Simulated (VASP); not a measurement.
# Al12C in VASP: further runs

Al12C is run at these levels: LDA; tasks: single point.

Everything below comes from runs of VASP 6.6.1. Logs are shortened: lines on timing, memory, paths and dates and some standing lists are left out, and cuts for length are marked.

## 1. The cell of the first run

The cell holds a slab with vacuum, 13 atoms: a = 5.634 Å, b = 5.634 Å, c = 19.604 Å, α = 90.00°, β = 90.00°, γ = 90.00°.

## 2. Single point, LDA

File INCAR:

```
SYSTEM = Al12C
ALGO = Normal
DIPOL = 0.5 0.5 0.323
EDIFF = 1E-6
ENCUT = 520
GGA = CA
IDIPOL = 3
ISIF = 2
ISMEAR = 0
LASPH = .True.
LCHARG = .False.
LDIPOL = .True.
LREAL = .False.
LWAVE = .False.
NBANDS = 32
NELM = 60
PREC = Accurate
SIGMA = 0.1
```

File KPOINTS:

```
k-points
0
Gamma
  5 5 1
  0 0 0
```

File POSCAR:

```
Al12C
1.0
    5.6336864727      0.0000000000      0.0000000000
    0.0000000000      5.6336864727      0.0000000000
    0.0000000000      0.0000000000     19.6042970528
Al C
12 1
Direct
    0.2500000000      0.2500000000      0.2040369001
    0.2500000000      0.7500000000      0.2040369001
    0.7500000000      0.2500000000      0.2040369001
    0.7500000000      0.7500000000      0.2040369001
    0.0000000000      0.0000000000      0.3086956402
    0.0000000000      0.5000000000      0.3086956402
    0.5000000000      0.0000000000      0.3086956402
    0.5000000000      0.5000000000      0.3086956402
    0.2500000000      0.2500000000      0.4133939121
    0.2500000000      0.7500000000      0.4133939121
    0.7500000000      0.2500000000      0.4133939121
    0.7500000000      0.7500000000      0.4133939121
    0.2500000000      0.4166666667      0.4937108473
```

Potentials or basis: VASP PAW LDA potentials, release 64 (Al, C).

Run with:

```
$ cat potpaw_LDA.64/Al/POTCAR potpaw_LDA.64/C/POTCAR > POTCAR
$ mpirun -np 1 vasp_std > vasp.out
```

OUTCAR:

```text
SYSTEM = Al12C
   EDIFF = 1E-6
   ENCUT = 520
   GGA = CA
   ISIF = 2
   ISMEAR = 0
   LASPH = .True.
   LREAL = .False.
   NELM = 60
   PREC = Accurate

 ion  position               nearest neighbor table
   1  0.250  0.250  0.204-   2 2.82   3 2.82   2 2.82   3 2.82   7 2.86   8 2.86   5 2.86   6 2.86

   2  0.250  0.750  0.204-   1 2.82   4 2.82   1 2.82   4 2.82   7 2.86   8 2.86   5 2.86   6 2.86

   3  0.750  0.250  0.204-   1 2.82   4 2.82   4 2.82   1 2.82   7 2.86   8 2.86   5 2.86   6 2.86
[... 4 lines left out ...]
                            11 2.86  12 2.86   9 2.86  10 2.86
   6  0.000  0.500  0.309-   5 2.82   8 2.82   5 2.82   8 2.82   1 2.86   2 2.86   3 2.86   4 2.86
                            11 2.86  12 2.86   9 2.86  10 2.86
   7  0.500  0.000  0.309-   5 2.82   8 2.82   8 2.82   5 2.82   1 2.86   2 2.86   3 2.86   4 2.86
                            11 2.86  12 2.86   9 2.86  10 2.86
   8  0.500  0.500  0.309-   6 2.82   7 2.82   7 2.82   6 2.82   1 2.86   2 2.86   3 2.86   4 2.86
                            11 2.86  12 2.86   9 2.86  10 2.86
   9  0.250  0.250  0.413-  13 1.83  11 2.82  10 2.82  10 2.82  11 2.82   6 2.86   7 2.86   8 2.86
                             5 2.86
  10  0.250  0.750  0.413-  13 2.45  12 2.82   9 2.82   9 2.82  12 2.82   6 2.86   7 2.86   8 2.86
                             5 2.86
  11  0.750  0.250  0.413-   9 2.82  12 2.82  12 2.82   9 2.82   5 2.86   6 2.86   7 2.86   8 2.86

  12  0.750  0.750  0.413-  10 2.82  11 2.82  11 2.82  10 2.82   5 2.86   6 2.86   7 2.86   8 2.86

  13  0.250  0.417  0.494-   9 1.83  10 2.45

  LATTYP: Found a simple tetragonal cell.
 ALAT       =     5.6336864727
 C/A-ratio  =     3.4798345893

  Lattice vectors:

 A1 = (   5.6336864727,   0.0000000000,   0.0000000000)
 A2 = (   0.0000000000,   5.6336864727,   0.0000000000)
 A3 = (   0.0000000000,   0.0000000000,  19.6042970528)

Analysis of symmetry for initial positions (statically):
=====================================================================
 Subroutine PRICEL returns:
 Original cell was already a primitive cell.

 Routine SETGRP: Setting up the symmetry group for a
 simple tetragonal supercell.

 Subroutine GETGRP returns: Found  2 space group operations
 (whereof  1 operations were pure point group operations)
 out of a pool of 16 trial point group operations.

The static configuration has the point symmetry C_1 .
 The point group associated with its full space group is C_1h.

Analysis of symmetry for dynamics (positions and initial velocities):
=====================================================================
 Subroutine PRICEL returns:
 Original cell was already a primitive cell.

 Routine SETGRP: Setting up the symmetry group for a
 simple tetragonal supercell.

 Subroutine GETGRP returns: Found  2 space group operations
 (whereof  1 operations were pure point group operations)
 out of a pool of 16 trial point group operations.

The dynamic configuration has the point symmetry C_1 .
 The point group associated with its full space group is C_1h.

 Subroutine INISYM returns: Found  2 space group operations
 (whereof  1 operations are pure point group operations),
 and found     1 'primitive' translations

----------------------------------------------------------------------------------------

                                     Primitive cell

  volume of cell :     622.2095

  direct lattice vectors                    reciprocal lattice vectors
     5.633686473  0.000000000  0.000000000     0.177503666  0.000000000  0.000000000
     0.000000000  5.633686473  0.000000000     0.000000000  0.177503666  0.000000000
     0.000000000  0.000000000 19.604297053     0.000000000  0.000000000  0.051009225

  length of vectors
     5.633686473  5.633686473 19.604297053     0.177503666  0.177503666  0.051009225

  position of ions in fractional coordinates (direct lattice)
     0.250000000  0.250000000  0.204036900
     0.250000000  0.750000000  0.204036900
     0.750000000  0.250000000  0.204036900
     0.750000000  0.750000000  0.204036900
     0.000000000  0.000000000  0.308695640
     0.000000000  0.500000000  0.308695640
     0.500000000  0.000000000  0.308695640
     0.500000000  0.500000000  0.308695640
     0.250000000  0.250000000  0.413393912
     0.250000000  0.750000000  0.413393912
[... 40 lines left out ...]

 Subroutine IBZKPT returns following result:
 ===========================================

 Found      9 irreducible k-points:

 Following reciprocal coordinates:
            Coordinates               Weight
  0.000000  0.000000  0.000000      1.000000
  0.200000  0.000000  0.000000      2.000000
  0.000000  0.200000  0.000000      2.000000
  0.400000  0.000000  0.000000      2.000000
  0.000000  0.400000  0.000000      2.000000
  0.200000  0.200000  0.000000      4.000000
  0.400000  0.200000  0.000000      4.000000
 -0.200000  0.400000  0.000000      4.000000
  0.400000  0.400000  0.000000      4.000000
   k-points           NKPTS =      9   k-points in BZ     NKDIM =      9   number of bands    NBANDS=     32
   number of dos      NEDOS =    301   number of ions     NIONS =     13
   total plane-waves  NPLWV = 264600
   dimension x,y,z NGX =    42 NGY =   42 NGZ =  150
   dimension x,y,z NGXF=    84 NGYF=   84 NGZF=  300
   ions per type =              12   1
   NGX,Y,Z   is equivalent  to a cutoff of  12.39, 12.39, 12.72 a.u.
   NGXF,Y,Z  is equivalent  to a cutoff of  24.79, 24.79, 25.44 a.u.
 SYSTEM =  Al12C
   PREC   = accura    normal or accurate (medium, high low for compatibility)
   ISTART =      0    job   : 0-new  1-cont  2-samecut
   ICHARG =      2    charge: 1-file 2-atom 10-const
   ISPIN  =      1    spin polarized calculation?
   LNONCOLLINEAR =      F non collinear calculations
   LSORBIT =      F    spin-orbit coupling
   LASPH  =      T    aspherical Exc in radial PAW
   ENCUT  =  520.0 eV  38.22 Ry    6.18 a.u.  10.47 10.47 36.45*2*pi/ulx,y,z
   NELM   =     60;   NELMIN=  2; NELMDL= -5     # of ELM steps
   EDIFF  = 0.1E-05   stopping-criterion for ELM
   LREAL  =      F    real-space projection
   EDIFFG = 0.1E-04   stopping-criterion for IOM
   NSW    =      0    number of steps for IOM
   IBRION =     -1    ionic relax: 0-MD 1-quasi-New 2-CG
   NFREE  =      0    steps in history (QN), initial steepest desc. (CG)
   ISIF   =      2    stress and relaxation
   ISYM   =      2    0-nonsym 1-usesym 2-fastsym
   POTIM  = 0.5000    time-step for ionic-motion
   TEBEG  =    0.0;   TEEND  =   0.0 temperature during run
   PSTRESS=    0.0 pullay stress
   NELECT =      40.0000    total number of electrons
   NUPDOWN=      -1.0000    fix difference up-down
   EMIN   =  10.00;   EMAX   =-10.00  energy-range for DOS
   EFERMI =   0.00;   METHOD = LEGACY
   ISMEAR =     0;   SIGMA  =   0.10  broadening in eV -4-tet -1-fermi 0-gaus
   EFERMI_NEDOS =   21; number of points for ismear=-14 and -15
   IALGO  =     38    algorithm
   IMIX   =      4    mixing-type and parameters
     AMIX     =   0.40;   BMIX     =  1.00
     AMIX_MAG =   1.60;   BMIX_MAG =  1.00
  volume/ion in A,a.u.               =      47.86       322.99
  Fermi-wavevector in a.u.,A,eV,Ry     =   0.655817  1.239314  5.851809  0.430096
  Thomas-Fermi vector in A             =   1.726813
   LORBIT       =      0    0 simple, 1 ext, 2 COOP (PROOUT), +10 PAW based schemes
   GGA     = CA    functional components
   LHFCALC =     F    Hartree Fock is set to
   AEXX    =    0.0000 exact exchange contribution
   IVDW    =     0    specifies the selected vdW correction
   LEPSILON=     F    determine dielectric tensor
   LRPA    =     F    only Hartree local field effects (RPA)
 non-spin polarized calculation
 Gauss-broadening in eV      SIGMA  =   0.10
  energy-cutoff  :      520.00
  volume of cell :      622.21
 maximum number of plane-waves:     16799
 NGX is ok and might be reduce to    42
   NGX = 21   NGY = 21   NGZ = 73

 dipolmoment           0.000000      0.000000     -0.041710 electrons x Angstroem

 number of electron      40.0000000 magnetization

 dipolmoment           0.000000      0.000000      0.264249 electrons x Angstroem

 Free energy of the ion-electron system (eV)
  ---------------------------------------------------
  ext. energy  EPLUGINS =         0.00000000
  ---------------------------------------------------
  free energy    TOTEN  =       -51.35470473 eV

  energy without entropy =      -51.33192307  energy(sigma->0) =      -51.34331390

 E-fermi :  -0.9479     XC(G=0):  -4.4614

 val. band max:       -0.9605119077   @ k =   0.0000   0.0000   0.0000
 cond. band min:      -0.8817734976   @ k =   0.4000   0.4000   0.0000
 fundamental gap:      0.0787384100
 Fermi energy:        -0.9478956806

 k-point     1 :       0.0000    0.0000    0.0000
  band No.  band energies     occupation
      1     -11.4798      2.00000
      2     -10.3549      2.00000
      3      -8.6359      2.00000
      4      -6.8512      2.00000
      5      -6.7935      2.00000
      6      -6.7260      2.00000
[... 304 lines left out ...]
     31       2.0030      0.00000
     32       2.2963      0.00000

------------------------ aborting loop because EDIFF is reached ----------------------------------------

 vacuum level on the upper side and lower side of the slab       (xc-potential included)         0.720        -0.743

  FORCE on cell =-STRESS in cart. coord.  units (eV):
  Direction    XX          YY          ZZ          XY          YZ          ZX
  --------------------------------------------------------------------------------------
  -------------------------------------------------------------------------------------
  Total       -9.0558418     -9.5334557      0.6037671      0.0000000      2.8518544      0.0000000
  in kB      -23.3186170    -24.5484635      1.5546884      0.0000000      7.3434698      0.0000000
  external PRESSURE =     -15.4374640 kB  Pullay stress =       0.0000000 kB

 VOLUME and BASIS-vectors are now :
 -----------------------------------------------------------------------------
  energy-cutoff  :      520.00
  volume of cell :      622.21
      direct lattice vectors                 reciprocal lattice vectors
     5.633686473  0.000000000  0.000000000     0.177503666  0.000000000  0.000000000
     0.000000000  5.633686473  0.000000000     0.000000000  0.177503666  0.000000000
     0.000000000  0.000000000 19.604297053     0.000000000  0.000000000  0.051009225

 POSITION                                       TOTAL-FORCE (eV/Angst)
 -----------------------------------------------------------------------------------
      1.40842      1.40842      4.00000         0.000000     -0.055145     -0.016827
      1.40842      4.22526      4.00000         0.000000      0.147344      0.001520
      4.22526      1.40842      4.00000         0.000000      0.185396     -0.140751
      4.22526      4.22526      4.00000         0.000000     -0.141903     -0.017577
      0.00000      0.00000      6.05176        -0.037049     -0.011225      0.103492
      0.00000      2.81684      6.05176        -0.065487      0.017676     -0.055806
      2.81684      0.00000      6.05176         0.037049     -0.011225      0.103492
      2.81684      2.81684      6.05176         0.065487      0.017676     -0.055806
      1.40842      1.40842      8.10430         0.000000     -1.350559     -1.449171
      1.40842      4.22526      8.10430         0.000000     -1.125119      1.163217
      4.22526      1.40842      8.10430         0.000000      0.052464      0.294550
      4.22526      4.22526      8.10430         0.000000      0.092789      0.015072
      1.40842      2.34737      9.67885         0.000000      2.181830      0.054594
 -----------------------------------------------------------------------------------
    total drift:                                0.000000     -0.000132      0.000086

  FREE ENERGIE OF THE ION-ELECTRON SYSTEM (eV)
  ---------------------------------------------------
  free  energy   TOTEN  =       -51.3547047301 eV

  energy  without entropy=      -51.3319230731  energy(sigma->0) =      -51.34331390

 vacuum level on the upper side and lower side of the slab         5.111         3.604
```

Wall time 9.2 min (1 thread of Intel Xeon 8259CL, shared host); peak memory 0.5 GiB.

What came out:

- Free energy: -51.3547 eV
- Largest force: 2.183 eV/Å
- Band gap on the k mesh: zero (bands 20 and 21 overlap by 0.76 eV)

Forces in eV/Å, atoms in the order of the input:
```
Al   0.000 -0.055 -0.017
Al   0.000  0.147  0.002
Al   0.000  0.185 -0.141
Al   0.000 -0.142 -0.018
Al  -0.037 -0.011  0.103
Al  -0.065  0.018 -0.056
Al   0.037 -0.011  0.103
Al   0.065  0.018 -0.056
Al   0.000 -1.351 -1.449
Al   0.000 -1.125  1.163
Al   0.000  0.052  0.295
Al   0.000  0.093  0.015
C    0.000  2.182  0.055
```

## 3. Single point, LDA

File INCAR:

```
SYSTEM = Al12C
PREC = Accurate
ENCUT = 520
EDIFF = 1E-7
ISMEAR = 0
SIGMA = 0.1
LREAL = .False.
LASPH = .True.
NELM = 60
ALGO = Normal
ISIF = 2
LWAVE = .False.
LCHARG = .False.
LDIPOL = .True.
IDIPOL = 3
DIPOL = 0.5 0.5 0.324
NBANDS = 32
```

File KPOINTS:

```
regular mesh
0
Gamma
  5 5 1
  0 0 0
```

Edit POSCAR of step 2 so:

```diff
@@ -20,2 +20,2 @@
     0.7500000000      0.7500000000      0.4133939121
-    0.2500000000      0.4166666667      0.4937108473
+    0.2500000000      0.3333333333      0.5057795718
```

Potentials or basis: VASP PAW LDA potentials, release 64 (Al, C).

Run with:

```
$ cat potpaw_LDA.64/Al/POTCAR potpaw_LDA.64/C/POTCAR > POTCAR
$ mpirun -np 1 vasp_std > vasp.out
```

It took 10 min on 1 thread of Intel Xeon 8259CL, shared host; peak memory 0.5 GiB.

Results (log left out):

```yaml
Free_energy: -50.6634 eV
Largest_force: 1.244 eV/Å
Band_gap_on_the_k_mesh: zero (bands 20 and 21 overlap by 0.78 eV)
```

Forces in eV/Å, atoms in the order of the input:
```
Al   0.000 -0.009 -0.057
Al   0.000  0.074 -0.034
Al   0.000  0.101 -0.074
Al   0.000 -0.076  0.067
Al   0.017  0.013  0.038
Al   0.004 -0.014 -0.019
Al  -0.017  0.013  0.038
Al  -0.004 -0.014 -0.019
Al   0.000 -0.468 -1.153
Al   0.000 -0.593  0.659
Al   0.000  0.058  0.457
Al   0.000  0.035  0.049
C    0.000  0.879  0.049
```

Levels at points of the mesh, in eV from the Fermi level:
```csv
k point,band 16,band 17,band 18,band 19,band 20,band 21,band 22,band 23,band 24,band 25
"(0.00, 0.00, 0.00)",-1.06,-0.84,-0.72,-0.71,-0.51,-0.33,0.03,0.04,0.53,1.12
```

## 4. Single point, LDA

File INCAR:

```
SYSTEM = Al12C
ALGO = Normal
DIPOL = 0.5 0.5 0.319
EDIFF = 1E-6
ENCUT = 520
IDIPOL = 3
ISIF = 2
ISMEAR = 0
LASPH = .TRUE.
LCHARG = .FALSE.
LDIPOL = .TRUE.
LREAL = .FALSE.
LWAVE = .FALSE.
NBANDS = 32
NELM = 80
PREC = Accurate
SIGMA = 0.1
```

File KPOINTS:

```
k-points
0
G
  5 5 1
  0 0 0
```

Edit POSCAR of step 3 so:

```diff
@@ -20,2 +20,2 @@
     0.7500000000      0.7500000000      0.4133939121
-    0.2500000000      0.3333333333      0.5057795718
+    0.4166666667      0.5000000000      0.4464485900
```

Run with:

```
$ cat potpaw_LDA.64/Al/POTCAR potpaw_LDA.64/C/POTCAR > POTCAR
$ mpirun -np 1 vasp_std > vasp.out
```

Run time: 7.8 min. Hardware: 1 thread of Intel Xeon 8259CL, shared host; peak memory 0.49 GiB.

The run converged. Its results:

* Free energy: -53.7174 eV
* Largest force: 3.940 eV/Å
* Band gap on the k mesh: zero (bands 20 and 21 overlap by 0.60 eV)

Forces in eV/Å, atoms in the order of the input:
```
Al  -0.095 -0.102  0.189
Al  -0.095  0.102  0.189
Al   0.095 -0.121  0.039
Al   0.095  0.121  0.039
Al   0.004  0.000 -0.327
Al  -0.392  0.000 -0.216
Al   0.169  0.000 -0.074
Al   0.088  0.000  0.127
Al  -1.590 -2.086 -0.363
Al  -1.590  2.086 -0.363
Al  -0.315  0.042  0.363
Al  -0.315 -0.042  0.363
C    3.940  0.000  0.037
```

Levels at points of the mesh, in eV from the Fermi level:
| k point | band 18 | band 19 | band 20 | band 21 | band 22 | band 23 |
| --- | --- | --- | --- | --- | --- | --- |
| (0.00, 0.00, 0.00) | -0.85 | -0.76 | -0.46 | -0.36 | -0.16 | 0.08 |

## 5. Single point, LDA

File INCAR:

```
PREC     = Accurate       # precision mode
ENCUT    = 520            # plane-wave cutoff, eV
EDIFF    = 1E-6           # SCF threshold, eV
ISMEAR   = 0              # smearing method
SIGMA    = 0.1            # smearing width, eV
LREAL    = F              # projectors in reciprocal space
LASPH    = T              # aspherical terms in the spheres
NELM     = 60             # most SCF steps
ALGO     = Normal         # electronic algorithm
ISIF     = 2              # what is computed and relaxed
LWAVE    = F              # write WAVECAR
LCHARG   = F              # write CHGCAR
LDIPOL   = T            
IDIPOL   = 3            
DIPOL    = 0.5 0.5 0.321
GGA      = CA             # functional
NBANDS   = 32             # bands
```

File KPOINTS:

```
regular mesh
0
Gamma
  5 5 1
```

Edit POSCAR of step 4 so:

```diff
@@ -20,2 +20,2 @@
     0.7500000000      0.7500000000      0.4133939121
-    0.4166666667      0.5000000000      0.4464485900
+    0.3333333333      0.5000000000      0.4710801396
```

Run with:

```
$ cat potpaw_LDA.64/Al/POTCAR potpaw_LDA.64/C/POTCAR > POTCAR
$ mpirun -np 1 vasp_std > vasp.out
```

Wall time 9.4 min (1 thread of Intel Xeon 8259CL, shared host); peak memory 0.49 GiB.

The run converged. Its results:

* Free energy: -52.5754 eV
* Largest force: 1.370 eV/Å
* Band gap on the k mesh: zero (bands 20 and 21 overlap by 0.66 eV)

Forces on the atoms (eV/Å):
```
Al  -0.039 -0.098  0.116
Al  -0.039  0.098  0.116
Al   0.049  0.051 -0.099
Al   0.049 -0.051 -0.099
Al  -0.080  0.000 -0.052
Al  -0.323  0.000 -0.113
Al   0.144  0.000  0.141
Al   0.168  0.000 -0.084
Al  -0.477 -1.036 -0.155
Al  -0.477  1.036 -0.155
Al  -0.172 -0.073  0.152
Al  -0.172  0.073  0.152
C    1.368  0.000  0.078
```

Levels at points of the mesh, in eV from the Fermi level:
| k point | band 18 | band 19 | band 20 | band 21 | band 22 | band 23 |
| --- | --- | --- | --- | --- | --- | --- |
| (0.00, 0.00, 0.00) | -0.85 | -0.67 | -0.46 | -0.33 | -0.18 | -0.06 |

## 6. Summary

| cell | gap on the mesh (eV) | largest force (eV/Å) |
| --- | --- | --- |
| as given, atomic positions A | none | 2.18 |
| as given, atomic positions B | none | 1.24 |
| as given, atomic positions C | none | 3.94 |
| as given, atomic positions D | none | 1.37 |

Alike in all rows: task single point; level LDA; potentials or basis VASP PAW LDA potentials, release 64 (Al, C); no spin polarisation; k mesh 5 × 5 × 1; cutoff (eV) 520; smearing gaussian 0.1 eV.

Absolute energies hang on the potentials; compare differences alone.

The gap in the log of VASP goes by the Fermi energy; the results here count the filled bands.